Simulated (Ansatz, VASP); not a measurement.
**One calculation of KF, two programs**

```
K F
1.0
     0.10568    2.96799    2.96799
     2.96799    0.10568    2.96799
     2.96799    2.96799    0.10568
K F
1 1
Direct
  0.00392 0.00392 0.00392
  0.24608 0.24608 0.24608
```

Change from the starting cell: epitaxial_111 strain -2.5%.

Alike in both runs: task single point; functional PBE; k mesh 8 × 8 × 8; occupations fermi-dirac, width 0.02 eV; no spin polarisation.

```csv
,VASP,Ansatz
version,VASP 6.6.1,Ansatz 0.2.0
potentials or method,"VASP PAW PBE potentials, release 64 (K_sv, F)","plane waves, PAW"
plane-wave cutoff (eV),520,420
valence electrons in the cell,16,16
```

```csv
,VASP,Ansatz,Ansatz less VASP
gap on the k mesh at the Fermi level (eV),5.20,5.22,+0.011
pressure (GPa),1.4,1.4,-0.05
"traceless stress, the component that is largest in VASP (GPa)",-0.24,-0.24,-0.004
```
